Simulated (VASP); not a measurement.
Wanted: the native input for a VASP 6.6.1 run.

```
Task                   : relaxation of cell and atoms
Functional             : LDA
Potentials or basis    : VASP PAW LDA potentials, release 64 (Pt, S)
Cutoff                 : 600 eV
k mesh                 : 6 × 6 × 4
Occupations            : gaussian, width 0.1 eV
Spin                   : no spin polarisation
Dipole correction      : no
Further INCAR settings : ALGO = Normal; EDIFF = 1e-06; IBRION = 2; EDIFFG = -0.05; NSW = 100; ISIF = 3
```

The structure of PtS2 (lda) lies in POSCAR:

```
PtS2
1.0
    3.5432000000      0.0000000000      0.0000000000
   -1.7716000000      3.0685012107      0.0000000000
    0.0000000000      0.0000000000      5.0388000000
Pt S
1 2
Direct
    0.0000000000      0.0000000000      0.0000000000
    0.3333333333      0.6666666667      0.2270000000
    0.6666666667      0.3333333333      0.7730000000
```

One way to write it, as run:

INCAR

```
ALGO     = Normal         # electronic algorithm
EDIFF    = 1E-6           # SCF threshold, eV
EDIFFG   = -0.05          # ionic threshold
ENCUT    = 600            # plane-wave cutoff, eV
GGA      = CA             # functional
IBRION   = 2              # ionic algorithm
ISIF     = 3              # what is computed and relaxed
ISMEAR   = 0              # smearing method
LASPH    = True           # aspherical terms in the spheres
LCHARG   = False          # write CHGCAR
LREAL    = False          # projectors in reciprocal space
LWAVE    = False          # write WAVECAR
NELM     = 60             # most SCF steps
NSW      = 100            # ionic steps
PREC     = Accurate       # precision mode
SIGMA    = 0.1            # smearing width, eV
```

KPOINTS

```
k-points
0
Gamma
  6 6 4
```

Potentials or basis: VASP PAW LDA potentials, release 64 (Pt, S).

Command:

```console
$ cat potpaw_LDA.64/Pt/POTCAR potpaw_LDA.64/S/POTCAR > POTCAR
$ mpirun -np 1 vasp_std > vasp.out
```

It gave:

The relaxed volume is 16.79 Å³/atom and the relaxed cell is a = 3.566 Å, b = 3.566 Å, c = 4.573 Å, α = 90.00°, β = 90.00°, γ = 120.00°. The space group after relaxing (to 0.05 Å) is P-3m1 (No. 164). The energy gained by relaxing is 28.1 meV/atom, the ionic steps are 20 and the pressure after relaxing is -0.1 GPa. The largest force after relaxing is 0.044 eV/Å and the band gap on the k mesh is zero (band 11 reaches 8.38 eV, above the bottom of band 12 at 8.32 eV).

Caveat: spin-orbit coupling is left out, which moves the levels of the heavy elements; the relaxation stopped at a loose force limit of 0.05 eV/Å, so its end isn't a converged minimum.

Wall time 2.4 min on 1 thread of AMD EPYC 9R45 96-Core Processor (Zen 5) (shared host), peak memory 0.16 GiB.
